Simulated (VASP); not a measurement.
# MgRe3 (Cm) in VASP: single point with PBE

Aim: the single point of MgRe3 with PBE.

Everything below comes from runs of VASP 6.6.1. Logs are shortened: lines on timing, memory, paths and dates and some standing lists are left out, and cuts for length are marked.

### Step 1. The cell of the first run

The structure is monoclinic, space group Cm (No. 8). The conventional cell has a = 6.173 Å, b = 6.391 Å, c = 4.367 Å, α = 90.00°, β = 134.46°, γ = 90.00°. Mg (site symmetry m) has 14 Re at 2.61 to 3.20 Å within 3.4 Å. Re (site symmetry 1) has 4 Mg at 2.61 to 2.80 Å and 10 Re at 2.64 to 3.28 Å within 3.4 Å. Within 3.5 Å of Re (site symmetry m) lie 8 Re at 2.64 to 2.78 Å and 6 Mg at 3.07 to 3.20 Å.

### Step 2. Single point, PBE (strained and its atoms moved)

File INCAR:

```
SYSTEM = MgRe3
ALGO     = Normal         ! electronic algorithm
EDIFF    = 1E-6           ! SCF threshold, eV
ENCUT    = 520            ! plane-wave cutoff, eV
GGA      = PE             ! functional
ISIF     = 2              ! what is computed and relaxed
ISMEAR   = 0              ! smearing method
LASPH    = .TRUE.         ! aspherical terms in the spheres
LCHARG   = .FALSE.        ! write CHGCAR
LREAL    = .FALSE.        ! projectors in reciprocal space
LWAVE    = .FALSE.        ! write WAVECAR
NBANDS   = 20             ! bands
NELM     = 100            ! most SCF steps
PREC     = Accurate       ! precision mode
SIGMA    = 0.1            ! smearing width, eV
```

File KPOINTS:

```
k-points
0
G
  10 10 10
  0 0 0
```

File POSCAR:

```
MgRe3
1.0
   -0.0136727779      3.1953500016      3.1172376394
    3.0728867606      0.0000000000      3.1035648614
    3.0865595386      3.1953500016     -0.0136727779
Mg Re
1 3
Direct
   -0.0068768545      0.0126510287      0.0068768545
    0.2512674484      0.2477960749      0.2357777145
    0.4913871206      0.5047116586      0.5086128794
    0.7642222855      0.7348412378      0.7487325516
```

Potentials or basis: VASP PAW PBE potentials, release 64 (Mg, Re).

Run with:

```sh
$ cat potpaw_PBE.64/Mg/POTCAR potpaw_PBE.64/Re/POTCAR > POTCAR
$ mpirun -np 1 vasp_std > vasp.out
```

OUTCAR:

```text
SYSTEM = MgRe3
   EDIFF = 1E-6
   ENCUT = 520
   GGA = PE
   ISIF = 2
   ISMEAR = 0
   LASPH = .TRUE.
   LREAL = .FALSE.
   NELM = 100
   PREC = Accurate

 ion  position               nearest neighbor table
   1  0.993  0.013  0.007-   4 2.61   2 2.61   4 2.70   2 2.70   2 2.76   4 2.76   4 2.80   2 2.80
                             3 3.07   3 3.09   3 3.11   3 3.15   3 3.20   3 3.20
   2  0.251  0.248  0.236-   1 2.61   3 2.64   3 2.69   1 2.70   3 2.76   1 2.76   3 2.78   1 2.80
                             4 3.09   4 3.09   4 3.11   4 3.12   4 3.12   4 3.28
   3  0.491  0.505  0.509-   2 2.64   4 2.64   2 2.69   4 2.69   2 2.76   4 2.76   4 2.78   2 2.78
                             1 3.07   1 3.09   1 3.11   1 3.15   1 3.20   1 3.20
   4  0.764  0.735  0.749-   1 2.61   3 2.64   3 2.69   1 2.70   3 2.76   1 2.76   3 2.78   1 2.80
                             2 3.09   2 3.09   2 3.11   2 3.12   2 3.12   2 3.28

  LATTYP: Found a base centered monoclinic cell.
 ALAT       =     6.1731796442
 B/A-ratio  =     1.0352363566
 C/A-ratio  =     0.7074902968
 COS(beta)  =    -0.7004312226

  Lattice vectors:

 A1 = (  -3.0865595385,   3.1953500016,   0.0136727780)
 A2 = (  -3.0865595386,  -3.1953500016,   0.0136727779)
 A3 = (   3.0728867606,   0.0000000000,   3.1035648614)

Analysis of symmetry for initial positions (statically):
=====================================================================
 Subroutine PRICEL returns:
 Original cell was already a primitive cell.

 Routine SETGRP: Setting up the symmetry group for a
 base centered monoclinic supercell.

 Subroutine GETGRP returns: Found  2 space group operations
 (whereof  2 operations were pure point group operations)
 out of a pool of  4 trial point group operations.

The static configuration has the point symmetry C_1h.

Analysis of symmetry for dynamics (positions and initial velocities):
=====================================================================
 Subroutine PRICEL returns:
 Original cell was already a primitive cell.

 Routine SETGRP: Setting up the symmetry group for a
 base centered monoclinic supercell.

 Subroutine GETGRP returns: Found  2 space group operations
 (whereof  2 operations were pure point group operations)
 out of a pool of  4 trial point group operations.

The dynamic configuration has the point symmetry C_1h.

 Subroutine INISYM returns: Found  2 space group operations
[... 94 lines left out ...]
   ICHARG =      2    charge: 1-file 2-atom 10-const
   ISPIN  =      1    spin polarized calculation?
   LNONCOLLINEAR =      F non collinear calculations
   LSORBIT =      F    spin-orbit coupling
   LASPH  =      T    aspherical Exc in radial PAW
   ENCUT  =  520.0 eV  38.22 Ry    6.18 a.u.   8.30  8.12  8.26*2*pi/ulx,y,z
   NELM   =    100;   NELMIN=  2; NELMDL= -5     # of ELM steps
   EDIFF  = 0.1E-05   stopping-criterion for ELM
   LREAL  =      F    real-space projection
   EDIFFG = 0.1E-04   stopping-criterion for IOM
   NSW    =      0    number of steps for IOM
   IBRION =     -1    ionic relax: 0-MD 1-quasi-New 2-CG
   NFREE  =      0    steps in history (QN), initial steepest desc. (CG)
   ISIF   =      2    stress and relaxation
   ISYM   =      2    0-nonsym 1-usesym 2-fastsym
   POTIM  = 0.5000    time-step for ionic-motion
   TEBEG  =    0.0;   TEEND  =   0.0 temperature during run
   PSTRESS=    0.0 pullay stress
   NELECT =      23.0000    total number of electrons
   NUPDOWN=      -1.0000    fix difference up-down
   EMIN   =  10.00;   EMAX   =-10.00  energy-range for DOS
   EFERMI =   0.00;   METHOD = LEGACY
   ISMEAR =     0;   SIGMA  =   0.10  broadening in eV -4-tet -1-fermi 0-gaus
   EFERMI_NEDOS =   21; number of points for ismear=-14 and -15
   IALGO  =     38    algorithm
   IMIX   =      4    mixing-type and parameters
     AMIX     =   0.40;   BMIX     =  1.00
     AMIX_MAG =   1.60;   BMIX_MAG =  1.00
  volume/ion in A,a.u.               =      15.37       103.73
  Fermi-wavevector in a.u.,A,eV,Ry     =   1.179567  2.229058 18.930849  1.391378
  Thomas-Fermi vector in A             =   2.315875
   LORBIT       =      0    0 simple, 1 ext, 2 COOP (PROOUT), +10 PAW based schemes
   GGA     = PE    functional components
   LHFCALC =     F    Hartree Fock is set to
   AEXX    =    0.0000 exact exchange contribution
   IVDW    =     0    specifies the selected vdW correction
   LEPSILON=     F    determine dielectric tensor
   LRPA    =     F    only Hartree local field effects (RPA)
 non-spin polarized calculation
 Gauss-broadening in eV      SIGMA  =   0.10
  energy-cutoff  :      520.00
  volume of cell :       61.49
 maximum number of plane-waves:      1676
 NGX is ok and might be reduce to    36
   NGX = 17   NGY = 17   NGZ = 17

 number of electron      23.0000000 magnetization

 Free energy of the ion-electron system (eV)
  ---------------------------------------------------
  ext. energy  EPLUGINS =         0.00000000
  ---------------------------------------------------
  free energy    TOTEN  =       -37.59799253 eV

  energy without entropy =      -37.58481395  energy(sigma->0) =      -37.59140324

 E-fermi :   6.7246     XC(G=0): -12.6073

 val. band max:        6.7242006598   @ k =   0.5000  -0.0000   0.4000
 cond. band min:       6.7270270209   @ k =  -0.2000   0.3000   0.4000
 fundamental gap:      0.0028263611
 Fermi energy:         6.7246022107

 k-point     1 :       0.0000    0.0000    0.0000
  band No.  band energies     occupation
      1      -2.6128      2.00000
      2       1.7426      2.00000
      3       1.8658      2.00000
      4       3.0310      2.00000
      5       3.1381      2.00000
      6       3.1913      2.00000
[... 541 lines left out ...]
     19      12.3782      0.00000
     20      14.5128      0.00000

 [... further k-points ...]
[... 5 lines left out ...]
  --------------------------------------------------------------------------------------
  -------------------------------------------------------------------------------------
  Total       -1.1530457     -2.4644125     -1.4407717     -0.0000000     -0.0000000      0.8198611
  in kB      -30.0450230    -64.2154328    -37.5423260     -0.0000000     -0.0000000     21.3631997
  external PRESSURE =     -43.9342606 kB  Pullay stress =       0.0000000 kB

 VOLUME and BASIS-vectors are now :
 -----------------------------------------------------------------------------
  energy-cutoff  :      520.00
  volume of cell :       61.49
      direct lattice vectors                 reciprocal lattice vectors
    -0.013672778  3.195350002  3.117237639    -0.161285267  0.156477381  0.159690996
     3.072886761  0.000000000  3.103564861     0.162706354 -0.156477381  0.161112083
     3.086559539  3.195350002 -0.013672778     0.161285267  0.156477381 -0.159690996

 POSITION                                       TOTAL-FORCE (eV/Angst)
 -----------------------------------------------------------------------------------
      0.04652      3.19535      3.13497        -0.978605      0.000000     -0.379336
      1.48576      1.55628      1.54909         0.501475      0.650447      0.169761
      3.11407      3.19535      3.09122        -0.024345      0.000000      0.039813
      4.55864      4.83442      4.65265         0.501475     -0.650447      0.169761
 -----------------------------------------------------------------------------------
    total drift:                                0.000179      0.000000     -0.000046

  FREE ENERGIE OF THE ION-ELECTRON SYSTEM (eV)
  ---------------------------------------------------
  free  energy   TOTEN  =       -37.5979925252 eV

  energy  without entropy=      -37.5848139502  energy(sigma->0) =      -37.59140324
```

stdout:

```text
POSCAR found type information on POSCAR MgRe
 POSCAR found :  2 types and       4 ions
 scaLAPACK will be used
 LDA part: xc-table for (Slater+PW92), standard interpolation
 POSCAR, INCAR and KPOINTS ok, starting setup
 FFT: planning ... GRIDC
 FFT: planning ... GRID_SOFT
 FFT: planning ... GRID
 WAVECAR not read
 entering main loop
```

Run time: 2.9 min. Hardware: 1 thread of Intel Xeon 6975P-C (Granite Rapids), shared host; peak memory 0.45 GiB.

What came out:

```
Free energy   : -37.5980 eV
Pressure      : -4.4 GPa
Largest force : 1.050 eV/Å
```

Forces in eV/Å, atoms in the order of the input:
```
Mg  -0.979  0.000 -0.379
Re   0.501  0.650  0.170
Re  -0.024  0.000  0.040
Re   0.501 -0.650  0.170
```

Caveat: the cell differs from its parent crystal (strained and its atoms moved); spin-orbit coupling is left out, which moves the levels of the heavy elements; forces of over 1 eV/Å act on the atoms, so gaps and moduli don't describe the material at rest.
